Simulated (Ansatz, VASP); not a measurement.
# SiNi in VASP and in Ansatz

```
Si Ni
1.0
     0.00000    3.39706    5.59850
     5.13841    0.00000    5.59850
     5.13841    3.39706    0.00000
Si Ni
8 8
Direct
  0.25747 0.32837 0.49253
  0.75747 0.82837 0.99253
  0.24253 0.17163 0.00747
  0.74253 0.67163 0.50747
  0.17163 0.74253 0.57837
  0.67163 0.24253 0.07837
  0.32837 0.75747 0.92163
  0.82837 0.25747 0.42163
  0.21508 0.47349 0.03492
  0.71508 0.97349 0.53492
  0.28492 0.02651 0.46508
  0.78492 0.52651 0.96508
  0.02651 0.78492 0.22349
  0.52651 0.28492 0.72349
  0.47349 0.71508 0.27651
  0.97349 0.21508 0.77651
```

Alike in both runs: task single point; functional LDA; k mesh 4 × 4 × 4; occupations methfessel-paxton of order 1, width 0.1 eV; no spin polarisation.

|  | VASP | Ansatz |
| --- | --- | --- |
| version | VASP 6.6.1 | Ansatz 0.2.0 |
| potentials or method | VASP PAW LDA potentials, release 64 (Si, Ni), cutoff 600 eV | plane-wave PAW DFT |
| valence electrons in the cell | 112 | 176 |

```tsv
	VASP	Ansatz	Ansatz less VASP
pressure (GPa)	-10.3	-10.5	-0.24
traceless stress, the component that is largest in VASP (GPa)	-0.24	-0.11	+0.132
rms of the force components (eV/Å)	0.068	0.072	+0.0044
```

Ansatz warns that its potentials were made for another functional, while VASP's fit it. LDA's correlation is that of Perdew and Zunger in VASP and of Perdew and Wang (1992) in Ansatz. Atom by atom the forces differ by 0.007 eV/Å (rms over components). VASP's potentials hold 112 valence electrons a cell and Ansatz's 176, so a difference there can come from the potentials and not from the codes.
